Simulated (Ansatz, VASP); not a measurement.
## Two plane-wave programs on SiN

```
CELL_PARAMETERS angstrom
3.05929 0.00000 0.00000
-1.52964 2.64942 0.00000
0.00000 0.00000 6.86919
ATOMIC_POSITIONS crystal
Si 0.33333 0.66667 0.75000
Si 0.66667 0.33333 0.25000
N 0.33333 0.66667 0.25000
N 0.66667 0.33333 0.75000
```

Change from the starting cell: species swapped into the BN type (P6_3/mmc, No. 194).

Alike in both runs: functional PBE; k mesh 6 × 6 × 4; occupations gaussian, width 0.1 eV; no spin polarisation.

Ansatz relaxed the structure, and its values are those at the end. VASP's run is a single point on that final structure, the one shown.

```csv
,VASP,Ansatz
version,VASP 6.6.1,Ansatz 0.2.0
potentials or method,"VASP PAW PBE potentials, release 64 (Si, N), cutoff 520 eV","scalar-relativistic, plane waves, PAW"
valence electrons in the cell,18,18
```

```tsv
	VASP	Ansatz	Ansatz less VASP
gap on the k mesh at the Fermi level (eV)	none	none	-
pressure (GPa)	-0.2	0.0	+0.22
```

A gap of «none» marks a metal or a gap that the smearing closes. With one functional, cell and mesh, what is left measures potentials, basis and numerics.

The k mesh is coarse, so the values compare programs but aren't converged.
